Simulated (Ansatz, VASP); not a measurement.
Two plane-wave programs on Cs

INCAR

```
PREC     = Accurate       # precision mode
ENCUT    = 520            # plane-wave cutoff, eV
EDIFF    = 1E-7           # SCF threshold, eV
ISMEAR   = 0              # smearing method
SIGMA    = 0.05           # smearing width, eV
LREAL    = False          # projectors in reciprocal space
LASPH    = True           # aspherical terms in the spheres
NELM     = 80             # most SCF steps
ALGO     = Normal         # electronic algorithm
ISIF     = 2              # what is computed and relaxed
LWAVE    = False          # write WAVECAR
LCHARG   = True           # write CHGCAR
GGA      = PE             # functional
LELF     = True           # ELF
LVHAR    = True         
NBANDS   = 10             # bands
```

KPOINTS

```
regular mesh
0
Gamma
  6 6 6
```

File POSCAR:

```
Cs
1.0
   -3.0897096269      3.0897096269      3.0897096269
    3.0897096269     -3.0897096269      3.0897096269
    3.0897096269      3.0897096269     -3.0897096269
Cs
1
Direct
    0.0000000000      0.0000000000      0.0000000000
```

Input for Ansatz:

```yaml
crystal:
  lattice:
    - [-3.0897096269, 3.0897096269, 3.0897096269]
    - [3.0897096269, -3.0897096269, 3.0897096269]
    - [3.0897096269, 3.0897096269, -3.0897096269]
  atoms:
    - { symbol: Cs, position: [0.0, 0.0, 0.0] }
basis:
  ecutwfc: 420
  ecutrho_ratio: 4
kpoints:
  mp_grid: { grid: [6, 6, 6] }
hamiltonian:
  xc: pbe
scf:
  occupations: { method: gaussian, width: 0.05 }
output:
  forces: true
  stress: true
  eigenvalues: true
```

Alike in both runs: task single point; functional PBE; k mesh 6 × 6 × 6; occupations gaussian, width 0.05 eV; no spin polarisation.

|  | VASP | Ansatz |
| --- | --- | --- |
| version | VASP 6.6.1 | Ansatz 0.2.0 |
| potentials or method | VASP PAW PBE potentials, release 64 (Cs_sv), cutoff 520 eV | scalar-relativistic, plane waves, PAW |
| valence electrons in the cell | 9 | 9 |

```tsv
	VASP	Ansatz	Ansatz less VASP
gap on the k mesh at the Fermi level (eV)	none	none	-
pressure (GPa)	0.0	0.0	+0.01
```

A gap of «none» marks a metal or a gap that the smearing closes. The functional is the same, so the differences come from potentials, cutoffs and numerics.

Neither program's run includes spin-orbit coupling.
